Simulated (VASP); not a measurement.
Input of a VASP 6.6.1 run:

Contents of INCAR:

```
PREC = Accurate
ENCUT = 520
EDIFF = 1E-6
ISMEAR = 0
SIGMA = 0.15
LREAL = F
LASPH = T
NELM = 60
ALGO = Fast
ISIF = 2
LWAVE = F
LCHARG = T
GGA = PS
LELF = T
LVHAR = T
NBANDS = 12
```

Contents of KPOINTS:

```
Automatic mesh
0
Gamma
  26 26 26
```

POSCAR

```
Ag
1.0
   -1.6125573276      1.6044945410      1.6044945410
    1.6125573276     -1.6206201142      1.6206201142
    1.6125573276      1.6206201142     -1.6206201142
Ag
1
Direct
    0.0000000000      0.0000000000      0.0000000000
```

Potentials or basis: VASP PAW PBE potentials, release 64 (Ag).

Launch:

```sh
$ cat potpaw_PBE.64/Ag/POTCAR > POTCAR
$ mpirun -np 1 vasp_std > vasp.out
```

(1) Predict the pressure.

Results:

(1) -0.1 GPa.

Caveat: the cell differs from its parent crystal (strain -0.0100 x Voigt [0, 0, 0, 1, 0, 0]); the PAW data sets were made with another functional, which shifts forces and pressure a little.
